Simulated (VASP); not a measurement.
# WC: single point with PBEsol

WC:

```
CELL_PARAMETERS angstrom
2.89841 0.00000 0.00000
-1.44921 2.51010 0.00000
0.00000 0.00000 2.82761
ATOMIC_POSITIONS crystal
W 0.00000 0.00000 0.99827
C 0.66667 0.33333 0.52652
```

This cell differs from its parent crystal: atoms displaced along a vibrational mode.

* Program: VASP 6.6.1
* Task: single point
* Functional: PBEsol
* Potentials or basis: VASP PAW PBE potentials, release 64 (W_sv, C)
* Cutoff: 520 eV
* k mesh: 24 × 24 × 22
* Occupations: gaussian, width 0.15 eV
* Spin: no spin polarisation
* Dipole correction: no
* Further INCAR settings: ALGO = Normal; EDIFF = 1e-07; NBANDS = 16

| Property | Result |
| --- | --- |
| Pressure | 2.8 GPa |
| Largest force | 1.180 eV/Å |
| Band gap on the k mesh | zero (bands 9 and 10 overlap by 1.36 eV) |

Forces in eV/Å, atoms in the order of the input:
```
W    0.000  0.000  1.180
C    0.000  0.000 -1.180
```

Stress tensor (GPa, compression positive):
```
2.55 0.00 0.00
0.00 2.55 0.00
0.00 0.00 3.34
```

Levels at points of the mesh, in eV from the Fermi level:
| k point | band 6 | band 7 | band 8 | band 9 | band 10 | band 11 | band 12 | band 13 |
| --- | --- | --- | --- | --- | --- | --- | --- | --- |
| (0.00, 0.00, 0.00) | -4.46 | -3.41 | -3.41 | 0.24 | 3.22 | 3.22 | 5.80 | 5.80 |
| (0.50, 0.00, 0.00) | -7.08 | -3.80 | -3.44 | -0.54 | 2.45 | 4.59 | 4.93 | 6.69 |
| (0.00, 0.00, 0.50) | -8.70 | -2.13 | -2.13 | -0.56 | -0.56 | 3.79 | 4.60 | 4.60 |
| (0.50, 0.00, 0.50) | -6.56 | -4.38 | -4.17 | 0.32 | 4.48 | 5.39 | 6.71 | 9.29 |

Wall time 2.9 min on 1 thread of Intel(R) Xeon(R) Platinum 8488C (Sapphire Rapids) (shared host), peak memory 0.48 GiB.

Caveat: the cell differs from its parent crystal (atoms displaced along a vibrational mode); the PAW data sets were made with another functional, which shifts forces and pressure a little; spin-orbit coupling is left out, which moves the levels of the heavy elements.
